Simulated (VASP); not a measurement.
A run of VASP 6.6.1:

INCAR

```
ALGO = Normal
EDIFF = 1E-7
EDIFFG = -0.04
ENCUT = 600
GGA = PE
IBRION = 2
ISIF = 3
ISMEAR = 0
LASPH = True
LCHARG = False
LREAL = False
LWAVE = False
NELM = 100
NSW = 90
PREC = Accurate
SIGMA = 0.1
```

File KPOINTS:

```
k-points
0
Gamma
  9 9 6
```

File POSCAR:

```
SiB
1.0
    2.8232646851      0.0000000000      0.0000000000
   -1.4116323426      2.4450189389      0.0000000000
    0.0000000000      0.0000000000      3.0486472842
Si B
1 1
Direct
    0.3333333333      0.6666666667      0.5000000000
    0.0000000000      0.0000000000      0.0000000000
```

Potentials or basis: VASP PAW PBE potentials, release 64 (Si, B).

Command:

```console
$ cat potpaw_PBE.64/Si/POTCAR potpaw_PBE.64/B/POTCAR > POTCAR
$ mpirun -np 1 vasp_std > vasp.out
```

Hardware: 1 thread of Intel(R) Xeon(R) Platinum 8488C (Sapphire Rapids), on a shared host.

Task: How long does it take, and how much memory?

Result: It took 19 s on 1 thread of Intel(R) Xeon(R) Platinum 8488C (Sapphire Rapids), with other jobs on the host, peak memory 0.13 GiB. Counts: scf iterations 35, k points 48, ion steps 5.
